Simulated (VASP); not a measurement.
## NbH: single point with PBEsol

NbH:

```xyz
4
Lattice="3.3683 0.0000 0.0000 0.0000 3.1293 0.0000 0.0000 0.0000 3.8429" Properties=species:S:1:pos:R:3 pbc="T T T"
Nb    0.0000    0.0000    0.0000
Nb    1.6842    1.5646    1.9215
H     0.0000    0.0000    1.9215
H     1.6842    1.5646    0.0000
```

This cell differs from its parent crystal: uniaxial strain along a: +6.0 %, then relaxed in part.

```yaml
Program: VASP 6.6.1
Task: single point
Functional: PBEsol
Potentials_or_basis: VASP PAW PBE potentials, release 64 (Nb_sv, H)
Cutoff: 520 eV
k_mesh: 14 × 14 × 12
Occupations: gaussian, width 0.1 eV
Spin: no spin polarisation
Dipole_correction: no
Further_INCAR_settings: ALGO = Normal; EDIFF = 1e-06; NBANDS = 22
```

```
Pressure               : -4.9 GPa
Band gap on the k mesh : zero (bands 14 and 15 overlap by 1.84 eV)
```

Stress tensor (GPa, compression positive):
```
-13.87   0.00   0.00
  0.00  -0.33   0.00
  0.00   0.00  -0.42
```

Levels at points of the mesh, in eV from the Fermi level:
```tsv
k point	band 12	band 13	band 14	band 15	band 16	band 17
(0.00, 0.00, 0.00)	-1.27	-0.37	0.57	0.61	1.70	3.74
(0.50, 0.00, 0.00)	-2.76	-0.92	-0.92	0.40	0.40	1.56
(0.00, 0.50, 0.00)	-2.48	-1.10	-1.10	-0.52	-0.52	1.10
(0.50, 0.50, 0.00)	-3.25	1.06	1.06	2.44	2.44	3.67
(0.00, 0.00, 0.50)	-2.03	0.04	0.04	0.59	0.59	0.73
(0.50, 0.00, 0.50)	-4.49	-1.42	-1.42	-0.09	-0.09	2.40
(0.00, 0.50, 0.50)	-4.53	-2.34	-2.34	0.29	0.29	3.50
(0.50, 0.50, 0.50)	-2.21	-1.77	-1.77	1.13	1.13	3.38
```

It took 2.8 min on 1 thread of Intel(R) Xeon(R) Platinum 8559C (Emerald Rapids), on a shared host, peak memory 0.41 GiB.

Caveat: the cell differs from its parent crystal (uniaxial strain along a: +6.0 %, then relaxed in part); the stress differs along the axes, from -14 to -0 GPa; the PAW data sets were made with another functional, which shifts forces and pressure a little.
